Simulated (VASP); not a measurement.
AlNi, 2 atoms in the cell. Symmetry: Pm-3m, No. 221, cubic system. The conventional cell has a = 2.793 Å, b = 2.793 Å, c = 2.793 Å, α = 90.00°, β = 90.00°, γ = 90.00°. Al (site symmetry m-3m) has 8 Ni at 2.42 Å and 6 Al at 2.79 Å within 3.2 Å. Within 3.2 Å of Ni (site symmetry m-3m) lie 8 Al at 2.42 Å and 6 Ni at 2.79 Å. 

- Program: VASP 6.6.1
- Task: single point
- Functional: PBEsol
- Potentials or basis: VASP PAW PBE potentials, release 64 (Al, Ni)
- Cutoff: 520 eV
- k mesh: 16 × 16 × 16
- Occupations: fermi-dirac, width 0.05 eV
- Spin: no spin polarisation
- Dipole correction: no
- Further INCAR settings: ALGO = Normal; EDIFF = 1e-07; NBANDS = 14

Potentials or basis: VASP PAW PBE potentials, release 64 (Al, Ni).

Launch:

```sh
$ cat potpaw_PBE.64/Al/POTCAR potpaw_PBE.64/Ni/POTCAR > POTCAR
$ mpirun -np 1 vasp_std > vasp.out
```

Hardware: 1 thread of AMD EPYC 7R13, with other jobs on the host.

Estimate the wall time of this run.

Wall time 110 s on 1 thread of AMD EPYC 7R13, with other jobs on the host, peak memory 0.15 GiB. Counts: scf iterations 13, k points 165.
